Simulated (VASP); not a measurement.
# Ti (Im-3m) in VASP: notebook

Runs on Ti. Level: LDA. Tasks: single point.

Everything below comes from runs of VASP 6.6.1. Logs are shortened: lines on timing, memory, paths and dates and some standing lists are left out, and cuts for length are marked.

## (1) The cell of the first run

Symmetry: Im-3m, No. 229, cubic system. Conventional cell: a = 3.110 Å, b = 3.110 Å, c = 3.110 Å, α = 90.00°, β = 90.00°, γ = 90.00°. Within 3.6 Å of Ti (site symmetry m-3m) lie 14 Ti at 2.69 to 3.11 Å.

## (2) Single point, LDA

INCAR reads:

```
SYSTEM = Ti
  ALGO = Normal
  EDIFF = 1E-6
  ENCUT = 520
  ISIF = 2
  ISMEAR = 0
  LASPH = .True.
  LCHARG = .False.
  LREAL = .False.
  LWAVE = .False.
  NBANDS = 12
  NELM = 80
  PREC = Accurate
  SIGMA = 0.1
```

KPOINTS reads:

```
k-points
0
Gamma
  8 8 8
  0 0 0
```

POSCAR reads:

```
Ti
1.0
   -1.5552112696      1.5552112696      1.5552112696
    1.5552112696     -1.5552112696      1.5552112696
    1.5552112696      1.5552112696     -1.5552112696
Ti
1
Direct
    0.0000000000      0.0000000000      0.0000000000
```

Potentials or basis: VASP PAW LDA potentials, release 64 (Ti_sv).

Run with:

```
cat potpaw_LDA.64/Ti_sv/POTCAR > POTCAR
mpirun -np 1 vasp_std > vasp.out
```

OUTCAR:

```text
SYSTEM = Ti
   EDIFF = 1E-6
   ENCUT = 520
   ISIF = 2
   ISMEAR = 0
   LASPH = .True.
   LREAL = .False.
   NELM = 80
   PREC = Accurate

 ion  position               nearest neighbor table
   1  0.000  0.000  0.000-

  LATTYP: Found a body centered cubic cell.
 ALAT       =     3.1104225392

  Lattice vectors:

 A1 = (  -1.5552112696,   1.5552112696,   1.5552112696)
 A2 = (   1.5552112696,  -1.5552112696,   1.5552112696)
 A3 = (   1.5552112696,   1.5552112696,  -1.5552112696)

Analysis of symmetry for initial positions (statically):
=====================================================================
 Subroutine PRICEL returns:
 Original cell was already a primitive cell.

 Routine SETGRP: Setting up the symmetry group for a
 body centered cubic supercell.

 Subroutine GETGRP returns: Found 48 space group operations
 (whereof 48 operations were pure point group operations)
 out of a pool of 48 trial point group operations.

The static configuration has the point symmetry O_h .

Analysis of symmetry for dynamics (positions and initial velocities):
=====================================================================
 Subroutine PRICEL returns:
 Original cell was already a primitive cell.

 Routine SETGRP: Setting up the symmetry group for a
 body centered cubic supercell.

 Subroutine GETGRP returns: Found 48 space group operations
 (whereof 48 operations were pure point group operations)
 out of a pool of 48 trial point group operations.

The dynamic configuration has the point symmetry O_h .

 Subroutine INISYM returns: Found 48 space group operations
 (whereof 48 operations are pure point group operations),
 and found     1 'primitive' translations

----------------------------------------------------------------------------------------

                                     Primitive cell

  volume of cell :      15.0462

  direct lattice vectors                    reciprocal lattice vectors
    -1.555211270  1.555211270  1.555211270     0.000000000  0.321499728  0.321499728
     1.555211270 -1.555211270  1.555211270     0.321499728  0.000000000  0.321499728
     1.555211270  1.555211270 -1.555211270     0.321499728  0.321499728  0.000000000

  length of vectors
     2.693704935  2.693704935  2.693704935     0.454669275  0.454669275  0.454669275

  position of ions in fractional coordinates (direct lattice)
     0.000000000  0.000000000  0.000000000

  ion indices of the primitive-cell ions
   primitive index   ion index
                 1           1

----------------------------------------------------------------------------------------

 KPOINTS: k-points

Automatic generation of k-mesh.
 Grid dimensions read from file:
 generate k-points for:    8    8    8

 Generating k-lattice:

  Cartesian coordinates                     Fractional coordinates (reciprocal lattice)
     0.000000000  0.040187466  0.040187466     0.125000000  0.000000000  0.000000000
     0.040187466  0.000000000  0.040187466     0.000000000  0.125000000  0.000000000
     0.040187466  0.040187466  0.000000000     0.000000000  0.000000000  0.125000000

  Length of vectors
     0.056833659  0.056833659  0.056833659

  Shift w.r.t. Gamma in fractional coordinates (k-lattice)
     0.000000000  0.000000000  0.000000000

 Subroutine IBZKPT returns following result:
 ===========================================

 Found     29 irreducible k-points:

 Following reciprocal coordinates:
            Coordinates               Weight
  0.000000  0.000000  0.000000      1.000000
  0.125000  0.000000  0.000000     12.000000
  0.250000  0.000000  0.000000     12.000000
  0.375000  0.000000  0.000000     12.000000
  0.500000  0.000000  0.000000      6.000000
  0.125000  0.125000  0.000000     24.000000
[... 16 lines left out ...]
 -0.250000  0.250000  0.250000      6.000000
 -0.375000  0.375000  0.250000     24.000000
 [... further k-points ...]
   k-points           NKPTS =     29   k-points in BZ     NKDIM =     29   number of bands    NBANDS=     12
   number of dos      NEDOS =    301   number of ions     NIONS =      1
   total plane-waves  NPLWV =   8000
   dimension x,y,z NGX =    20 NGY =   20 NGZ =   20
   dimension x,y,z NGXF=    40 NGYF=   40 NGZF=   40
   ions per type =               1
   NGX,Y,Z   is equivalent  to a cutoff of  12.34, 12.34, 12.34 a.u.
   NGXF,Y,Z  is equivalent  to a cutoff of  24.69, 24.69, 24.69 a.u.
 SYSTEM =  Ti
   PREC   = accura    normal or accurate (medium, high low for compatibility)
   ISTART =      0    job   : 0-new  1-cont  2-samecut
   ICHARG =      2    charge: 1-file 2-atom 10-const
   ISPIN  =      1    spin polarized calculation?
   LNONCOLLINEAR =      F non collinear calculations
   LSORBIT =      F    spin-orbit coupling
   LASPH  =      T    aspherical Exc in radial PAW
   ENCUT  =  520.0 eV  38.22 Ry    6.18 a.u.   5.01  5.01  5.01*2*pi/ulx,y,z
   NELM   =     80;   NELMIN=  2; NELMDL= -5     # of ELM steps
   EDIFF  = 0.1E-05   stopping-criterion for ELM
   LREAL  =      F    real-space projection
   EDIFFG = 0.1E-04   stopping-criterion for IOM
   NSW    =      0    number of steps for IOM
   IBRION =     -1    ionic relax: 0-MD 1-quasi-New 2-CG
   NFREE  =      0    steps in history (QN), initial steepest desc. (CG)
   ISIF   =      2    stress and relaxation
   ISYM   =      2    0-nonsym 1-usesym 2-fastsym
   POTIM  = 0.5000    time-step for ionic-motion
   TEBEG  =    0.0;   TEEND  =   0.0 temperature during run
   PSTRESS=    0.0 pullay stress
   NELECT =      12.0000    total number of electrons
   NUPDOWN=      -1.0000    fix difference up-down
   EMIN   =  10.00;   EMAX   =-10.00  energy-range for DOS
   EFERMI =   0.00;   METHOD = LEGACY
   ISMEAR =     0;   SIGMA  =   0.10  broadening in eV -4-tet -1-fermi 0-gaus
   EFERMI_NEDOS =   21; number of points for ismear=-14 and -15
   IALGO  =     38    algorithm
   IMIX   =      4    mixing-type and parameters
     AMIX     =   0.40;   BMIX     =  1.00
     AMIX_MAG =   1.60;   BMIX_MAG =  1.00
  volume/ion in A,a.u.               =      15.05       101.54
  Fermi-wavevector in a.u.,A,eV,Ry     =   1.518189  2.868961 31.360041  2.304898
  Thomas-Fermi vector in A             =   2.627343
   LORBIT       =      0    0 simple, 1 ext, 2 COOP (PROOUT), +10 PAW based schemes
   GGA     = CA    functional components
   LHFCALC =     F    Hartree Fock is set to
   AEXX    =    0.0000 exact exchange contribution
   IVDW    =     0    specifies the selected vdW correction
   LEPSILON=     F    determine dielectric tensor
   LRPA    =     F    only Hartree local field effects (RPA)
 non-spin polarized calculation
 Gauss-broadening in eV      SIGMA  =   0.10
  energy-cutoff  :      520.00
  volume of cell :       15.05
 maximum number of plane-waves:       420
   NGX =  9   NGY =  9   NGZ =  9

 number of electron      11.9999995 magnetization

 Free energy of the ion-electron system (eV)
  ---------------------------------------------------
  ext. energy  EPLUGINS =         0.00000000
  ---------------------------------------------------
  free energy    TOTEN  =        -8.44946339 eV

  energy without entropy =       -8.43994409  energy(sigma->0) =       -8.44470374

 E-fermi :   9.4162     XC(G=0): -12.4845

 val. band max:        9.3659185405   @ k =   0.3750   0.2500   0.0000
 cond. band min:       9.4167362041   @ k =   0.2500   0.2500   0.0000
 fundamental gap:      0.0508176636
 Fermi energy:         9.4161763518

 k-point     1 :       0.0000    0.0000    0.0000
  band No.  band energies     occupation
      1     -46.1838      2.00000
      2     -22.1863      2.00000
      3     -22.1863      2.00000
      4     -22.1863      2.00000
      5       3.2896      2.00000
      6      10.4751      0.00000
      7      10.4751      0.00000
      8      10.4751      0.00000
      9      12.5878      0.00000
     10      12.5878      0.00000
     11      27.9483      0.00000
     12      27.9483      0.00000

 k-point     2 :       0.1250    0.0000    0.0000
  band No.  band energies     occupation
      1     -46.1486      2.00000
      2     -22.3541      2.00000
      3     -22.2362      2.00000
      4     -22.1879      2.00000
      5       3.8888      2.00000
      6      10.1919      0.00000
      7      10.3629      0.00000
      8      10.9409      0.00000
      9      12.3070      0.00000
     10      12.6081      0.00000
     11      27.3904      0.00000
     12      27.8711      0.00000

 k-point     3 :       0.2500    0.0000    0.0000
  band No.  band energies     occupation
      1     -46.0627      2.00000
      2     -22.7469      2.00000
      3     -22.3550      2.00000
      4     -22.1918      2.00000
      5       5.3630      2.00000
      6       9.5707      0.02890
      7       9.8981      0.00000
      8      12.1941      0.00000
      9      12.2423      0.00000
     10      12.7135      0.00000
     11      24.9925      0.00000
     12      26.4953      0.00000
[... 286 lines left out ...]
 k-point    23 :      -0.2500    0.2500    0.2500
  band No.  band energies     occupation
      1     -45.9607      2.00000
      2     -22.7713      2.00000
      3     -22.5412      2.00000
      4     -22.5412      2.00000
      5       6.8692      2.00000
      6       9.2777      1.94989
      7      10.8742      0.00000
      8      10.8742      0.00000
      9      12.1228      0.00000
     10      13.7195      0.00000
     11      26.1732      0.00000
     12      26.4676      0.00000

 k-point    24 :      -0.3750    0.3750    0.2500
  band No.  band energies     occupation
      1     -45.8874      2.00000
      2     -22.9882      2.00000
      3     -22.6695      2.00000
      4     -22.5763      2.00000
      5       7.5684      2.00000
      6       8.3284      2.00000
      7      10.8869      0.00000
      8      11.4882      0.00000
      9      13.4181      0.00000
     10      14.8411      0.00000
     11      22.3780      0.00000
     12      24.3280      0.00000

 [... further k-points ...]

------------------------ aborting loop because EDIFF is reached ----------------------------------------

  FORCE on cell =-STRESS in cart. coord.  units (eV):
  Direction    XX          YY          ZZ          XY          YZ          ZX
  --------------------------------------------------------------------------------------
  -------------------------------------------------------------------------------------
  Total        0.6775793      0.6775793      0.6775793      0.0000000      0.0000000      0.0000000
  in kB       72.1510278     72.1510278     72.1510278      0.0000000      0.0000000      0.0000000
  external PRESSURE =      72.1510278 kB  Pullay stress =       0.0000000 kB

 VOLUME and BASIS-vectors are now :
 -----------------------------------------------------------------------------
  energy-cutoff  :      520.00
  volume of cell :       15.05
      direct lattice vectors                 reciprocal lattice vectors
    -1.555211270  1.555211270  1.555211270     0.000000000  0.321499728  0.321499728
     1.555211270 -1.555211270  1.555211270     0.321499728  0.000000000  0.321499728
     1.555211270  1.555211270 -1.555211270     0.321499728  0.321499728  0.000000000

 POSITION                                       TOTAL-FORCE (eV/Angst)
 -----------------------------------------------------------------------------------
      0.00000      0.00000      0.00000         0.000000      0.000000      0.000000
 -----------------------------------------------------------------------------------
    total drift:                                0.000000     -0.000000      0.000000

  FREE ENERGIE OF THE ION-ELECTRON SYSTEM (eV)
  ---------------------------------------------------
  free  energy   TOTEN  =        -8.4494633949 eV

  energy  without entropy=       -8.4399440852  energy(sigma->0) =       -8.44470374
```

Wall time 3.9 s (1 thread of Intel Xeon 6975P-C, shared host); peak memory 0.12 GiB.

Results:

* Free energy: -8.4495 eV
* Pressure: 7.2 GPa
* Band gap on the k mesh: zero (band 6 reaches 10.48 eV, above the bottom of band 7 at 8.77 eV)

## (3) Single point, LDA

This run uses another cell than the first one, of 15.12 Å³/atom, 1.005 times its volume.

INCAR reads:

```
SYSTEM = Ti
ALGO = Normal
EDIFF = 1E-7
ENCUT = 520
GGA = CA
ISIF = 2
ISMEAR = 0
LASPH = .TRUE.
LCHARG = .FALSE.
LREAL = .FALSE.
LWAVE = .FALSE.
NBANDS = 12
NELM = 60
PREC = Accurate
SIGMA = 0.1
```

KPOINTS reads:

```
k-points
0
G
  8 8 8
  0 0 0
```

POSCAR reads:

```
Ti
1.0
   -1.5579194690      1.5579194690      1.5579194690
    1.5579194690     -1.5579194690      1.5579194690
    1.5579194690      1.5579194690     -1.5579194690
Ti
1
Direct
    0.0000000000      0.0000000000      0.0000000000
```

Potentials or basis: VASP PAW LDA potentials, release 64 (Ti_sv).

Run with:

```
cat potpaw_LDA.64/Ti_sv/POTCAR > POTCAR
mpirun -np 1 vasp_std > vasp.out
```

Run time: 3.6 s. Hardware: 1 thread of Intel Xeon 6975P-C, shared host; peak memory 0.11 GiB.

It converged, with:

- Free energy: -8.4528 eV
- Pressure: 6.4 GPa
- Band gap on the k mesh: zero (band 6 reaches 10.41 eV, above the bottom of band 7 at 8.72 eV)

Levels at points of the mesh, in eV from the Fermi level:
```csv
k point,band 3,band 4,band 5,band 6,band 7,band 8,band 9,band 10
"(0.00, 0.00, 0.00)",-31.62,-31.62,-6.12,1.06,1.06,1.06,3.16,3.16
"(0.50, 0.00, 0.00)",-31.95,-31.63,-2.81,-0.60,1.76,3.18,3.59,5.05
"(0.50, 0.50, 0.50)",-32.34,-32.34,-2.62,-2.62,4.62,4.62,4.62,9.62
```
